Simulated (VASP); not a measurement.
# AsC3N3 (C2) in VASP: electric field gradients with PBE

Aim: the electric field gradients of AsC3N3 with PBE.

All numbers are computed with VASP 6.6.1; they aren't measurements. Logs are shortened: lines on timing, memory, paths and dates and some standing lists are left out, and cuts for length are marked.

### Step 1. The cell of the first run

Symmetry: C2, No. 5, monoclinic system. The conventional cell has a = 9.190 Å, b = 6.900 Å, c = 8.920 Å, α = 90.00°, β = 101.20°, γ = 90.00°. Within 2.6 Å of As (site symmetry 1) lie 3 C at 1.97 to 1.98 Å. Within 1.6 Å of C (site symmetry 1) lie 1 N at 1.16 Å. Within 1.6 Å of C (site symmetry 1) lie 1 N at 1.16 Å. C (site symmetry 1) has 1 N at 1.16 Å within 1.6 Å. N (site symmetry 1) has 1 C at 1.16 Å within 1.6 Å. Within 1.6 Å of N (site symmetry 1) lie 1 C at 1.16 Å. Within 1.6 Å of N (site symmetry 1) lie 1 C at 1.16 Å.

### Step 2. Electric field gradients, PBE

INCAR

```
PREC = Accurate
ENCUT = 520
EDIFF = 1E-8
ISMEAR = -1
SIGMA = 0.02
LREAL = False
LASPH = True
NELM = 80
ALGO = Normal
ISIF = 2
LWAVE = False
LCHARG = False
GGA = PE
LEFG = True
NBANDS = 45
```

KPOINTS

```
regular mesh
0
Gamma
  5 5 3
```

POSCAR

```
AsC3N3
1.0
    4.5950000000     -3.4500000000      0.0000000000
    4.5950000000      3.4500000000      0.0000000000
   -1.7325700000      0.0000000000      8.7501200000
As C N
2 6 6
Direct
    0.2951293755      0.2949045224      0.2621687797
    0.7050954776      0.7048706245      0.7378312203
    0.0059121565      0.4318030148      0.3724010734
    0.5681969852      0.9940878435      0.6275989266
    0.2375465944      0.9682105663      0.2490241906
    0.0317894337      0.7624534056      0.7509758094
    0.0866035516      0.3506592043      0.0671012870
    0.6493407957      0.9133964484      0.9328987130
    0.9758287210      0.4006596597      0.9508328635
    0.5993403403      0.0241712790      0.0491671365
    0.2242096248      0.7703131485      0.2486315767
    0.2296868515      0.7757903752      0.7513684233
    0.8496611630      0.5223410708      0.4479787309
    0.4776589292      0.1503388370      0.5520212691
```

Potentials or basis: VASP PAW PBE potentials, release 64 (As, C, N).

Launch:

```sh
$ cat potpaw_PBE.64/As/POTCAR potpaw_PBE.64/C/POTCAR potpaw_PBE.64/N/POTCAR > POTCAR
$ mpirun -np 1 vasp_std > vasp.out
```

OUTCAR:

```text
PREC = Accurate
   ENCUT = 520
   EDIFF = 1E-8
   ISMEAR = -1
   LREAL = False
   LASPH = True
   NELM = 80
   ISIF = 2
   GGA = PE

 ion  position               nearest neighbor table
   1  0.295  0.295  0.262-   7 1.97   3 1.97   5 1.98
   2  0.705  0.705  0.738-   8 1.97   4 1.97   6 1.98
   3  0.006  0.432  0.372-  13 1.16   1 1.97
   4  0.568  0.994  0.628-  14 1.16   2 1.97
   5  0.238  0.968  0.249-  11 1.16   1 1.98
   6  0.032  0.762  0.751-  12 1.16   2 1.98
   7  0.087  0.351  0.067-   9 1.16   1 1.97
   8  0.649  0.913  0.933-  10 1.16   2 1.97
   9  0.976  0.401  0.951-   7 1.16
  10  0.599  0.024  0.049-   8 1.16
  11  0.224  0.770  0.249-   5 1.16
  12  0.230  0.776  0.751-   6 1.16
  13  0.850  0.522  0.448-   3 1.16
  14  0.478  0.150  0.552-   4 1.16

  LATTYP: Found a base centered monoclinic cell.
 ALAT       =     9.1900000000
 B/A-ratio  =     0.7508161045
 C/A-ratio  =     0.9706202322
 COS(beta)  =    -0.1942343064

  Lattice vectors:

 A1 = (   4.5950000000,  -3.4500000000,   0.0000000000)
 A2 = (   4.5950000000,   3.4500000000,   0.0000000000)
 A3 = (  -1.7325700000,   0.0000000000,   8.7501200000)

Analysis of symmetry for initial positions (statically):
=====================================================================
 Subroutine PRICEL returns:
 Original cell was already a primitive cell.

 Routine SETGRP: Setting up the symmetry group for a
 base centered monoclinic supercell.

 Subroutine GETGRP returns: Found  2 space group operations
 (whereof  2 operations were pure point group operations)
 out of a pool of  4 trial point group operations.

The static configuration has the point symmetry C_2 .

Analysis of symmetry for dynamics (positions and initial velocities):
=====================================================================
 Subroutine PRICEL returns:
 Original cell was already a primitive cell.

 Routine SETGRP: Setting up the symmetry group for a
 base centered monoclinic supercell.

 Subroutine GETGRP returns: Found  2 space group operations
 (whereof  2 operations were pure point group operations)
 out of a pool of  4 trial point group operations.

The dynamic configuration has the point symmetry C_2 .

 Subroutine INISYM returns: Found  2 space group operations
 (whereof  2 operations are pure point group operations),
 and found     1 'primitive' translations

----------------------------------------------------------------------------------------

                                     Primitive cell

  volume of cell :     277.4269

  direct lattice vectors                    reciprocal lattice vectors
     4.595000000 -3.450000000  0.000000000     0.108813928 -0.144927536  0.021545733
     4.595000000  3.450000000  0.000000000     0.108813928  0.144927536  0.021545733
    -1.732570000  0.000000000  8.750120000     0.000000000  0.000000000  0.114284147

  length of vectors
     5.746000783  5.746000783  8.919999934     0.182506658  0.182506658  0.114284147

  position of ions in fractional coordinates (direct lattice)
     0.295129375  0.294904522  0.262168780
     0.705095478  0.704870625  0.737831220
     0.005912157  0.431803015  0.372401073
     0.568196985  0.994087843  0.627598927
     0.237546594  0.968210566  0.249024191
     0.031789434  0.762453406  0.750975809
     0.086603552  0.350659204  0.067101287
     0.649340796  0.913396448  0.932898713
     0.975828721  0.400659660  0.950832863
     0.599340340  0.024171279  0.049167137
     0.224209625  0.770313149  0.248631577
     0.229686851  0.775790375  0.751368423
     0.849661163  0.522341071  0.447978731
     0.477658929  0.150338837  0.552021269

  ion indices of the primitive-cell ions
   primitive index   ion index
                 1           1
                 2           2
                 3           3
                 4           4
                 5           5
                 6           6
                 7           7
                 8           8
                 9           9
                10          10
                11          11
                12          12
                13          13
                14          14

----------------------------------------------------------------------------------------
[... 71 lines left out ...]
   EDIFFG = 0.1E-06   stopping-criterion for IOM
   NSW    =      0    number of steps for IOM
   IBRION =     -1    ionic relax: 0-MD 1-quasi-New 2-CG
   NFREE  =      0    steps in history (QN), initial steepest desc. (CG)
   ISIF   =      2    stress and relaxation
   ISYM   =      2    0-nonsym 1-usesym 2-fastsym
   POTIM  = 0.5000    time-step for ionic-motion
   TEBEG  =    0.0;   TEEND  =   0.0 temperature during run
   PSTRESS=    0.0 pullay stress
   NELECT =      64.0000    total number of electrons
   NUPDOWN=      -1.0000    fix difference up-down
   EMIN   =  10.00;   EMAX   =-10.00  energy-range for DOS
   EFERMI =   0.00;   METHOD = LEGACY
   ISMEAR =    -1;   SIGMA  =   0.02  broadening in eV -4-tet -1-fermi 0-gaus
   EFERMI_NEDOS =   21; number of points for ismear=-14 and -15
   IALGO  =     38    algorithm
   IMIX   =      4    mixing-type and parameters
     AMIX     =   0.40;   BMIX     =  1.00
     AMIX_MAG =   1.60;   BMIX_MAG =  1.00
  volume/ion in A,a.u.               =      19.82       133.73
  Fermi-wavevector in a.u.,A,eV,Ry     =   1.004042  1.897365 13.716042  1.008101
  Thomas-Fermi vector in A             =   2.136633
   LORBIT       =      0    0 simple, 1 ext, 2 COOP (PROOUT), +10 PAW based schemes
   GGA     = PE    functional components
   LHFCALC =     F    Hartree Fock is set to
   AEXX    =    0.0000 exact exchange contribution
   IVDW    =     0    specifies the selected vdW correction
   LEPSILON=     F    determine dielectric tensor
   LRPA    =     F    only Hartree local field effects (RPA)
 non-spin polarized calculation
  energy-cutoff  :      520.00
  volume of cell :      277.43
 maximum number of plane-waves:      7483
 NGX is ok and might be reduce to    48
   NGX = 21   NGY = 21   NGZ = 33

 number of electron      64.0000000 magnetization

 Free energy of the ion-electron system (eV)
  ---------------------------------------------------
  ext. energy  EPLUGINS =         0.00000000
  ---------------------------------------------------
  free energy    TOTEN  =      -105.43943171 eV

  energy without entropy =     -105.43943171  energy(sigma->0) =     -105.43943171

 E-fermi :  -2.3389     XC(G=0):  -7.2291

 val. band max:       -2.7339521969   @ k =   0.0000   0.0000   0.0000
 cond. band min:       1.9120536791   @ k =   0.2000   0.2000   0.0000
 fundamental gap:      4.6460058761
 Fermi energy:        -2.3389069471

 k-point     1 :       0.0000    0.0000    0.0000
  band No.  band energies     occupation
      1     -18.6734      2.00000
      2     -18.4970      2.00000
      3     -18.4370      2.00000
      4     -18.3703      2.00000
      5     -18.3419      2.00000
      6     -18.3276      2.00000
[... 1117 lines left out ...]
     43       3.6243      0.00000
     44       4.3443      0.00000
 [bands above 44 left out]

------------------------ aborting loop because EDIFF is reached ----------------------------------------

  FORCE on cell =-STRESS in cart. coord.  units (eV):
  Direction    XX          YY          ZZ          XY          YZ          ZX
  --------------------------------------------------------------------------------------
  -------------------------------------------------------------------------------------
  Total        2.0800723      2.0540751      2.0892984      0.0000000      0.0000000      0.1133199
  in kB       12.0126933     11.8625562     12.0659757      0.0000000      0.0000000      0.6544377
  external PRESSURE =      11.9804084 kB  Pullay stress =       0.0000000 kB

 VOLUME and BASIS-vectors are now :
 -----------------------------------------------------------------------------
  energy-cutoff  :      520.00
  volume of cell :      277.43
      direct lattice vectors                 reciprocal lattice vectors
     4.595000000 -3.450000000  0.000000000     0.108813928 -0.144927536  0.021545733
     4.595000000  3.450000000  0.000000000     0.108813928  0.144927536  0.021545733
    -1.732570000  0.000000000  8.750120000     0.000000000  0.000000000  0.114284147

 POSITION                                       TOTAL-FORCE (eV/Angst)
 -----------------------------------------------------------------------------------
      2.25698     -0.00078      2.29401         0.113016     -0.051337      0.044530
      5.20045     -0.00078      6.45611        -0.113016     -0.051337     -0.044530
      1.36609      1.46932      3.25855         0.130819     -0.273611     -0.229510
      6.09134      1.46932      5.49157        -0.130819     -0.273611      0.229510
      5.10900      2.52079      2.17899         0.324751      0.225027     -0.011958
      2.34843      2.52079      6.57113        -0.324751      0.225027      0.011958
      1.89296      0.91099      0.58714         0.006207     -0.175631      0.319125
      5.56447      0.91099      8.16298        -0.006207     -0.175631     -0.319125
      4.67758     -1.98433      8.31990        -0.023352      0.205859     -0.371070
      2.77985     -1.98433      0.43022         0.023352      0.205859      0.371070
      4.13906      1.88406      2.17556        -0.380885     -0.254050     -0.001583
      3.31837      1.88406      6.57456         0.380885     -0.254050      0.001583
      5.52820     -1.12925      3.91987        -0.161551      0.323742      0.262650
      1.92923     -1.12925      4.83025         0.161551      0.323742     -0.262650
 -----------------------------------------------------------------------------------
    total drift:                                0.000000      0.000050     -0.000000

  FREE ENERGIE OF THE ION-ELECTRON SYSTEM (eV)
  ---------------------------------------------------
  free  energy   TOTEN  =      -105.4394317061 eV

  energy  without entropy=     -105.4394317061  energy(sigma->0) =     -105.43943171

 Electric field gradients (V/A^2)
---------------------------------------------------------------------
 ion       V_xx      V_yy      V_zz      V_xy      V_xz      V_yz
---------------------------------------------------------------------
   1    -119.966    44.013    75.952   118.425   -68.254    35.902
   2    -119.966    44.013    75.952  -118.425   -68.254   -35.902
   3      14.561   -13.774    -0.787    17.484    15.186   -30.044
   4      14.561   -13.774    -0.787   -17.484    15.186    30.044
   5     -24.833     0.907    23.926   -33.223    -0.033     0.346
   6     -24.833     0.907    23.926    33.223    -0.033    -0.346
   7      23.252     6.791   -30.042     1.851    -2.454    29.442
   8      23.252     6.791   -30.042    -1.851    -2.454   -29.442
   9      41.523    16.250   -57.772     6.079   -10.415    54.947
  10      41.523    16.250   -57.772    -6.079   -10.415   -54.947
  11     -50.153     5.456    44.696   -57.367    -2.312    -0.219
  12     -50.153     5.456    44.696    57.367    -2.312     0.219
  13      23.707   -27.977     4.270    39.076    27.563   -55.175
  14      23.707   -27.977     4.270   -39.076    27.563    55.175
---------------------------------------------------------------------

 Electric field gradients after diagonalization (V/A^2)
 (convention: |V_zz| > |V_xx| > |V_yy|)
----------------------------------------------------------------------
 ion       V_xx      V_yy      V_zz     asymmetry (V_yy - V_xx)/ V_zz
----------------------------------------------------------------------
   1     106.063    97.248  -203.311       0.043
   2     106.063    97.248  -203.311       0.043
   3      24.166    22.589   -46.755       0.034
   4      24.166    22.589   -46.755       0.034
   5      24.127    23.465   -47.592       0.014
   6      24.127    23.465   -47.592       0.014
   7      23.695    22.791   -46.486       0.019
   8      23.695    22.791   -46.486       0.019
   9      45.564    42.567   -88.131       0.034
  10      45.564    42.567   -88.131       0.034
  11      45.029    41.102   -86.131       0.046
  12      45.029    41.102   -86.131       0.046
  13      46.303    43.215   -89.518       0.034
  14      46.303    43.215   -89.518       0.034
----------------------------------------------------------------------

           NMR quadrupolar parameters

 Cq : quadrupolar parameter    Cq=e*Q*V_zz/h
 eta: asymmetry parameters     (V_yy - V_xx)/ V_zz
 Q  : nuclear electric quadrupole moment in mb (millibarn)
----------------------------------------------------------------------
 ion       Cq(MHz)       eta       Q (mb)
----------------------------------------------------------------------
   1      -0.492       0.043       1.000
   2      -0.492       0.043       1.000
   3      -0.113       0.034       1.000
   4      -0.113       0.034       1.000
   5      -0.115       0.014       1.000
   6      -0.115       0.014       1.000
   7      -0.112       0.019       1.000
   8      -0.112       0.019       1.000
   9      -0.213       0.034       1.000
  10      -0.213       0.034       1.000
  11      -0.208       0.046       1.000
  12      -0.208       0.046       1.000
  13      -0.216       0.034       1.000
  14      -0.216       0.034       1.000
----------------------------------------------------------------------
```

It took 8.6 min on 1 thread of Intel Xeon Platinum 8259CL at 2.50GHz (Skylake/Cascade Lake), shared host; peak memory 0.55 GiB.

What came out:

```
Free energy            : -105.4394 eV
Pressure               : 1.2 GPa
Largest force          : 0.458 eV/Å
Band gap on the k mesh : 4.65 eV, indirect (least direct gap 4.66 eV)
```

Forces on the atoms (eV/Å):
```
As   0.113 -0.051  0.045
As  -0.113 -0.051 -0.045
C    0.131 -0.274 -0.230
C   -0.131 -0.274  0.230
C    0.325  0.225 -0.012
C   -0.325  0.225  0.012
C    0.006 -0.176  0.319
C   -0.006 -0.176 -0.319
N   -0.023  0.206 -0.371
N    0.023  0.206  0.371
N   -0.381 -0.254 -0.002
N    0.381 -0.254  0.002
N   -0.162  0.324  0.263
N    0.162  0.324 -0.263
```

Stress tensor (GPa, compression positive):
```
1.20 0.00 0.07
0.00 1.19 0.00
0.07 0.00 1.21
```

Electric field gradients, principal values (V/Å²):
| atom | least | middle | greatest (by size) |
| --- | --- | --- | --- |
| 1 As | 97.248 | 106.063 | -203.311 |
| 2 As | 97.248 | 106.063 | -203.311 |
| 3 C | 22.589 | 24.166 | -46.755 |
| 4 C | 22.589 | 24.166 | -46.755 |
| 5 C | 23.465 | 24.127 | -47.592 |
| 6 C | 23.465 | 24.127 | -47.592 |
| 7 C | 22.791 | 23.695 | -46.486 |
| 8 C | 22.791 | 23.695 | -46.486 |
| 9 N | 42.567 | 45.564 | -88.131 |
| 10 N | 42.567 | 45.564 | -88.131 |
| 11 N | 41.102 | 45.029 | -86.131 |
| 12 N | 41.102 | 45.029 | -86.131 |
| 13 N | 43.215 | 46.303 | -89.518 |
| 14 N | 43.215 | 46.303 | -89.518 |

Caveat: without QUAD_EFG the Cq values of the log hold for a quadrupole moment of 1 mb, not for the nuclei. A k mesh can miss the band edges.
